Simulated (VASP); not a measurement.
# LaTaTl3 (R-3m) in VASP: single point with PBE

Aim: the single point of LaTaTl3 with PBE.

All numbers are computed with VASP 6.6.1; they aren't measurements. Logs are shortened: lines on timing, memory, paths and dates and some standing lists are left out, and cuts for length are marked.

**1. The cell of the first run**

Symmetry: R-3m, No. 166, trigonal system. The conventional cell has a = 6.008 Å, b = 6.008 Å, c = 17.226 Å, α = 90.00°, β = 90.00°, γ = 120.00°. Within 4.6 Å of La (site symmetry -3m) lie 6 Tl at 3.35 Å and 6 Ta at 4.50 Å. Ta (site symmetry -3m) has 6 Tl at 3.00 Å within 4.0 Å. Within 4.0 Å of Tl (site symmetry 2/m) lie 2 Ta at 3.00 Å and 4 Tl at 3.00 Å and 2 La at 3.35 Å.

The cell was generated, and may not be a known phase.

**2. Single point, PBE**

Input file INCAR:

```
SYSTEM = LaTaTl3
ALGO = All
EDIFF = 1E-6
ENCUT = 500
GGA = PE
GGA_COMPAT = .False.
ISEARCH = 1
ISIF = 2
ISMEAR = 0
KPAR = 4
LASPH = .True.
LCHARG = .False.
LMAXMIX = 6
LREAL = .False.
LWAVE = .False.
NBANDS = 38
NELM = 300
PREC = Accurate
SIGMA = 0.1
```

Input file KPOINTS:

```
k-points
0
Gamma
  6 6 6
  0 0 0
```

Input file POSCAR:

```
LaTaTl3
1.0
    3.0040786486      1.7344056165      5.7420212906
   -3.0040786486      1.7344056165      5.7420212906
    0.0000000000     -3.4688112329      5.7420212906
La Ta Tl
1 1 3
Direct
    0.0000000000      0.0000000000      0.0000000000
    0.5000000000      0.5000000000      0.5000000000
    0.0000000000      0.0000000000      0.5000000000
    0.5000000000      0.0000000000      0.0000000000
    0.0000000000      0.5000000000      0.0000000000
```

Potentials or basis: VASP PAW PBE potentials, release 64 (La, Ta_pv, Tl_d).

Command:

```console
$ cat potpaw_PBE.64/La/POTCAR potpaw_PBE.64/Ta_pv/POTCAR potpaw_PBE.64/Tl_d/POTCAR > POTCAR
$ mpirun -np 4 vasp_std > vasp.out
```

OUTCAR:

```text
SYSTEM = LaTaTl3
   EDIFF = 1E-6
   ENCUT = 500
   GGA = PE
   ISIF = 2
   ISMEAR = 0
   LASPH = .True.
   LREAL = .False.
   NELM = 300
   PREC = Accurate

 ion  position               nearest neighbor table
   1  0.000  0.000  0.000-   3 3.35   3 3.35   5 3.35   4 3.35   5 3.35   4 3.35
   2  0.500  0.500  0.500-   3 3.00   3 3.00   4 3.00   4 3.00   5 3.00   5 3.00
   3  0.000  0.000  0.500-   2 3.00   2 3.00   4 3.00   5 3.00   5 3.00   4 3.00   1 3.35   1 3.35

   4  0.500  0.000  0.000-   5 3.00   5 3.00   2 3.00   2 3.00   3 3.00   3 3.00   1 3.35   1 3.35

   5  0.000  0.500  0.000-   4 3.00   4 3.00   3 3.00   2 3.00   2 3.00   3 3.00   1 3.35   1 3.35

  LATTYP: Found a trigonal (rhomboedric) cell.
 ALAT       =     6.7084618111
 COS(alpha) =     0.5989424567

  Lattice vectors:

 A1 = (   3.0040786486,   1.7344056165,   5.7420212906)
 A2 = (  -3.0040786486,   1.7344056165,   5.7420212906)
 A3 = (   0.0000000000,  -3.4688112329,   5.7420212906)

Analysis of symmetry for initial positions (statically):
=====================================================================
 Subroutine PRICEL returns:
 Original cell was already a primitive cell.

 Routine SETGRP: Setting up the symmetry group for a
 trigonal (rhombohedral) supercell.

 Subroutine GETGRP returns: Found 12 space group operations
 (whereof 12 operations were pure point group operations)
 out of a pool of 12 trial point group operations.

The static configuration has the point symmetry D_3d.

Analysis of symmetry for dynamics (positions and initial velocities):
=====================================================================
 Subroutine PRICEL returns:
 Original cell was already a primitive cell.

 Routine SETGRP: Setting up the symmetry group for a
 trigonal (rhombohedral) supercell.

 Subroutine GETGRP returns: Found 12 space group operations
 (whereof 12 operations were pure point group operations)
 out of a pool of 12 trial point group operations.

The dynamic configuration has the point symmetry D_3d.

 Subroutine INISYM returns: Found 12 space group operations
 (whereof 12 operations are pure point group operations),
 and found     1 'primitive' translations

----------------------------------------------------------------------------------------

                                     Primitive cell

  volume of cell :     179.5056

  direct lattice vectors                    reciprocal lattice vectors
     3.004078649  1.734405616  5.742021291     0.166440383  0.096094400  0.058051567
    -3.004078649  1.734405616  5.742021291    -0.166440383  0.096094400  0.058051567
     0.000000000 -3.468811233  5.742021291     0.000000000 -0.192188800  0.058051567

  length of vectors
     6.708461811  6.708461811  6.708461811     0.200764835  0.200764835  0.200764835

  position of ions in fractional coordinates (direct lattice)
     0.000000000  0.000000000  0.000000000
     0.500000000  0.500000000  0.500000000
     0.000000000  0.000000000  0.500000000
     0.500000000  0.000000000  0.000000000
     0.000000000  0.500000000  0.000000000

  ion indices of the primitive-cell ions
   primitive index   ion index
                 1           1
                 2           2
                 3           3
                 4           4
                 5           5

----------------------------------------------------------------------------------------

 KPOINTS: k-points

Automatic generation of k-mesh.
 Grid dimensions read from file:
 generate k-points for:    6    6    6

 Generating k-lattice:

  Cartesian coordinates                     Fractional coordinates (reciprocal lattice)
     0.027740064  0.016015733  0.009675261     0.166666667  0.000000000  0.000000000
    -0.027740064  0.016015733  0.009675261     0.000000000  0.166666667  0.000000000
     0.000000000 -0.032031467  0.009675261    -0.000000000 -0.000000000  0.166666667

  Length of vectors
     0.033460806  0.033460806  0.033460806

  Shift w.r.t. Gamma in fractional coordinates (k-lattice)
     0.000000000  0.000000000  0.000000000

 Subroutine IBZKPT returns following result:
 ===========================================

 Found     32 irreducible k-points:

 Following reciprocal coordinates:
            Coordinates               Weight
  0.000000  0.000000  0.000000      1.000000
  0.166667 -0.000000  0.000000      6.000000
  0.333333  0.000000  0.000000      6.000000
  0.500000  0.000000  0.000000      3.000000
  0.166667  0.166667  0.000000      6.000000
  0.333333  0.166667  0.000000     12.000000
[... 16 lines left out ...]
  0.500000  0.500000  0.166667      6.000000
 -0.333333  0.500000  0.166667     12.000000
 [... further k-points ...]
   k-points           NKPTS =     32   k-points in BZ     NKDIM =     32   number of bands    NBANDS=     38
   number of dos      NEDOS =    301   number of ions     NIONS =      5
   total plane-waves  NPLWV = 125000
   dimension x,y,z NGX =    50 NGY =   50 NGZ =   50
   dimension x,y,z NGXF=   100 NGYF=  100 NGZF=  100
   ions per type =               1   1   3
   NGX,Y,Z   is equivalent  to a cutoff of  12.39, 12.39, 12.39 a.u.
   NGXF,Y,Z  is equivalent  to a cutoff of  24.78, 24.78, 24.78 a.u.
 SYSTEM =  LaTaTl3
   PREC   = accura    normal or accurate (medium, high low for compatibility)
   ISTART =      0    job   : 0-new  1-cont  2-samecut
   ICHARG =      2    charge: 1-file 2-atom 10-const
   ISPIN  =      1    spin polarized calculation?
   LNONCOLLINEAR =      F non collinear calculations
   LSORBIT =      F    spin-orbit coupling
   LASPH  =      T    aspherical Exc in radial PAW
   ENCUT  =  500.0 eV  36.75 Ry    6.06 a.u.  12.23 12.23 12.23*2*pi/ulx,y,z
   NELM   =    300;   NELMIN=  2; NELMDL= -5     # of ELM steps
   EDIFF  = 0.1E-05   stopping-criterion for ELM
   LREAL  =      F    real-space projection
   EDIFFG = 0.1E-04   stopping-criterion for IOM
   NSW    =      0    number of steps for IOM
   IBRION =     -1    ionic relax: 0-MD 1-quasi-New 2-CG
   NFREE  =      0    steps in history (QN), initial steepest desc. (CG)
   ISIF   =      2    stress and relaxation
   ISYM   =      2    0-nonsym 1-usesym 2-fastsym
   POTIM  = 0.5000    time-step for ionic-motion
   TEBEG  =    0.0;   TEEND  =   0.0 temperature during run
   PSTRESS=    0.0 pullay stress
   NELECT =      61.0000    total number of electrons
   NUPDOWN=      -1.0000    fix difference up-down
   EMIN   =  10.00;   EMAX   =-10.00  energy-range for DOS
   EFERMI =   0.00;   METHOD = LEGACY
   ISMEAR =     0;   SIGMA  =   0.10  broadening in eV -4-tet -1-fermi 0-gaus
   EFERMI_NEDOS =   21; number of points for ismear=-14 and -15
   IALGO  =     58    algorithm
   IMIX   =      4    mixing-type and parameters
     AMIX     =   0.40;   BMIX     =  1.00
     AMIX_MAG =   1.60;   BMIX_MAG =  1.00
  volume/ion in A,a.u.               =      35.90       242.27
  Fermi-wavevector in a.u.,A,eV,Ry     =   1.142419  2.158859 17.757253  1.305121
  Thomas-Fermi vector in A             =   2.279117
   LORBIT       =      0    0 simple, 1 ext, 2 COOP (PROOUT), +10 PAW based schemes
   GGA     = PE    functional components
   LHFCALC =     F    Hartree Fock is set to
   AEXX    =    0.0000 exact exchange contribution
   IVDW    =     0    specifies the selected vdW correction
   LEPSILON=     F    determine dielectric tensor
   LRPA    =     F    only Hartree local field effects (RPA)
 non-spin polarized calculation
 Gauss-broadening in eV      SIGMA  =   0.10
  energy-cutoff  :      500.00
  volume of cell :      179.51
 maximum number of plane-waves:      4578
 NGX is ok and might be reduce to    50
   NGX = 25   NGY = 25   NGZ = 25

 number of electron      61.0000001 magnetization

 Free energy of the ion-electron system (eV)
  ---------------------------------------------------
  ext. energy  EPLUGINS =         0.00000000
  ---------------------------------------------------
  free energy    TOTEN  =       -19.05075584 eV

  energy without entropy =      -18.99607419  energy(sigma->0) =      -19.02341502

 E-fermi :   4.6853     XC(G=0):  -8.9816

 val. band max:        4.6786756374   @ k =   0.3333   0.3333   0.1667
 cond. band min:       4.6899211870   @ k =  -0.3333   0.5000   0.1667
 fundamental gap:      0.0112455497
 Fermi energy:         4.6853313825

 k-point     1 :       0.0000    0.0000    0.0000
  band No.  band energies     occupation
      1     -30.4348      2.00000
      2     -30.3866      2.00000
      3     -30.3866      2.00000
      4     -29.0360      2.00000
      5     -12.7214      2.00000
      6     -12.7214      2.00000
[... 30 lines left out ...]
     37       5.8977      0.00000
     38       5.8980      0.00000

 k-point     2 :       0.1667   -0.0000    0.0000
  band No.  band energies     occupation
      1     -30.4348      2.00000
      2     -30.3873      2.00000
      3     -30.3868      2.00000
      4     -29.0359      2.00000
      5     -12.7254      2.00000
      6     -12.7220      2.00000
[... 30 lines left out ...]
     37       5.8268      0.00000
     38       5.8845      0.00000

 k-point     3 :       0.3333    0.0000    0.0000
  band No.  band energies     occupation
      1     -30.4349      2.00000
      2     -30.3888      2.00000
      3     -30.3873      2.00000
      4     -29.0357      2.00000
      5     -12.7351      2.00000
      6     -12.7233      2.00000
[... 30 lines left out ...]
     37       5.7991      0.00000
     38       5.8004      0.00000

 k-point     4 :       0.5000    0.0000    0.0000
  band No.  band energies     occupation
      1     -30.4349      2.00000
      2     -30.3895      2.00000
      3     -30.3876      2.00000
      4     -29.0356      2.00000
      5     -12.7409      2.00000
      6     -12.7240      2.00000
[... 30 lines left out ...]
     37       5.7975      0.00000
     38       5.8358      0.00000
[... 703 lines left out ...]
      4     -29.0355      2.00000
      5     -12.7351      2.00000
      6     -12.7291      2.00000
[... 30 lines left out ...]
     37       5.7211      0.00000
     38       5.7942      0.00000

 k-point    23 :       0.5000    0.5000    0.1667
  band No.  band energies     occupation
      1     -30.4349      2.00000
      2     -30.3888      2.00000
      3     -30.3873      2.00000
      4     -29.0352      2.00000
      5     -12.7441      2.00000
      6     -12.7366      2.00000
[... 30 lines left out ...]
     37       5.8185      0.00000
     38       5.8253      0.00000

 k-point    24 :      -0.3333    0.5000    0.1667
  band No.  band energies     occupation
      1     -30.4349      2.00000
      2     -30.3892      2.00000
      3     -30.3879      2.00000
      4     -29.0353      2.00000
      5     -12.7403      2.00000
      6     -12.7354      2.00000
[... 30 lines left out ...]
     37       5.7658      0.00000
     38       5.8155      0.00000

 [... further k-points ...]

------------------------ aborting loop because EDIFF is reached ----------------------------------------

  FORCE on cell =-STRESS in cart. coord.  units (eV):
  Direction    XX          YY          ZZ          XY          YZ          ZX
  --------------------------------------------------------------------------------------
  -------------------------------------------------------------------------------------
  Total       -0.0500848     -0.0500848     -0.1060080      0.0000000     -0.0000000     -0.0000000
  in kB       -0.4470320     -0.4470320     -0.9461743      0.0000000     -0.0000000     -0.0000000
  external PRESSURE =      -0.6134128 kB  Pullay stress =       0.0000000 kB

 VOLUME and BASIS-vectors are now :
 -----------------------------------------------------------------------------
  energy-cutoff  :      500.00
  volume of cell :      179.51
      direct lattice vectors                 reciprocal lattice vectors
     3.004078649  1.734405616  5.742021291     0.166440383  0.096094400  0.058051567
    -3.004078649  1.734405616  5.742021291    -0.166440383  0.096094400  0.058051567
     0.000000000 -3.468811233  5.742021291     0.000000000 -0.192188800  0.058051567

 POSITION                                       TOTAL-FORCE (eV/Angst)
 -----------------------------------------------------------------------------------
      0.00000      0.00000      0.00000         0.000000      0.000000     -0.000000
      0.00000      0.00000      8.61303         0.000000     -0.000000      0.000000
      0.00000     -1.73441      2.87101        -0.000000      0.000000      0.000000
      1.50204      0.86720      2.87101         0.000000     -0.000000      0.000000
     -1.50204      0.86720      2.87101         0.000000      0.000000     -0.000000
 -----------------------------------------------------------------------------------
    total drift:                               -0.000000      0.000000     -0.000000

  FREE ENERGIE OF THE ION-ELECTRON SYSTEM (eV)
  ---------------------------------------------------
  free  energy   TOTEN  =       -19.0507558409 eV

  energy  without entropy=      -18.9960667232  energy(sigma->0) =      -19.02341128
```

Run time: 4.2 min. Hardware: 4 MPI ranks of Intel Xeon Platinum 8259CL at 2.50GHz (Skylake/Cascade Lake), shared host; peak memory 0.66 GiB.

What came out:

```
Free energy            : -19.0508 eV
Pressure               : -0.1 GPa
Band gap on the k mesh : zero (an odd number of electrons rules out a gap without spin polarisation)
```

Caveat: spin-orbit coupling is left out, which moves the levels of the heavy elements.
